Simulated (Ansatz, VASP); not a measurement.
## Fe: VASP beside Ansatz

```xyz
1
Lattice="0.0000 1.9546 1.9781 1.5084 0.0000 1.9781 1.5084 1.9546 0.0000" Properties=species:S:1:pos:R:3 pbc="T T T"
Fe    0.0000    0.0000    0.0000
```

Change from the starting cell: volume scaled by 1.02, PAW files.

Alike in both runs: task electric field gradients; functional LDA; k mesh 16 × 16 × 16; occupations fermi-dirac, width 0.05 eV; collinear spin.

```csv
,VASP,Ansatz
version,VASP 6.6.1,Ansatz 0.2.0
potentials or method,"VASP PAW LDA potentials, release 64 (Fe)","PAW with Ansatz's default frozen-core files, scalar-relativistic"
plane-wave cutoff (eV),520,420
valence electrons in the cell,8,16
```

VASP gave:

```
pressure (GPa)                                                : -21.5
traceless stress, the component that is largest in VASP (GPa) : -5.18
net moment per atom (μB)                                      : 2.18
size of the moment on the site where the two differ most (μB) : 2.16
size of Vzz on the site where it differs most (V/Å²)          : 7.5
```

Task: What did Ansatz give for the same quantities?

Result: Pressure (GPa): -20.7; traceless stress, the component that is largest in VASP (GPa): -5.10; net moment per atom (μB): 2.22; size of the moment on the site where the two differ most (μB): 2.23; size of Vzz on the site where it differs most (V/Å²): 7.6.

LDA's correlation is that of Perdew and Zunger in VASP and of Perdew and Wang (1992) in Ansatz. Site moments also hang on the region over which each program counts them. VASP's potentials hold 8 valence electrons a cell and Ansatz's 16, so a difference there can come from the potentials and not from the codes.
